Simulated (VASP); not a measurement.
Input of a VASP 6.6.1 run:

File INCAR:

```
PREC = Accurate
ENCUT = 520
EDIFF = 1E-6
ISMEAR = 0
SIGMA = 0.1
LREAL = False
LASPH = True
NELM = 80
ALGO = Normal
ISIF = 2
LWAVE = False
LCHARG = False
GGA = PS
NBANDS = 17
```

The input KPOINTS:

```
regular mesh
0
Gamma
  15 15 8
```

File POSCAR:

```
Hf
1.0
    3.1602689559      0.0000000000      0.0000000000
   -1.5801344779      2.7368731986      0.0000000000
    0.0000000000      0.0000000000      4.9962244078
Hf
2
Direct
    0.3333333333      0.6666666667      0.2500000000
    0.6666666667      0.3333333333      0.7500000000
```

Potentials or basis: VASP PAW PBE potentials, release 64 (Hf_pv).

Launch:

```sh
$ cat potpaw_PBE.64/Hf_pv/POTCAR > POTCAR
$ mpirun -np 1 vasp_std > vasp.out
```

(1) What does it give for the band gap on the k mesh?

(2) Predict the pressure.

Answers

(1) zero (band 10 reaches 6.17 eV, above the bottom of band 11 at 4.56 eV).

(2) -0.4 GPa.

Caveat: the PAW data sets were made with another functional, which shifts forces and pressure a little; spin-orbit coupling is left out, which moves the levels of the heavy elements.
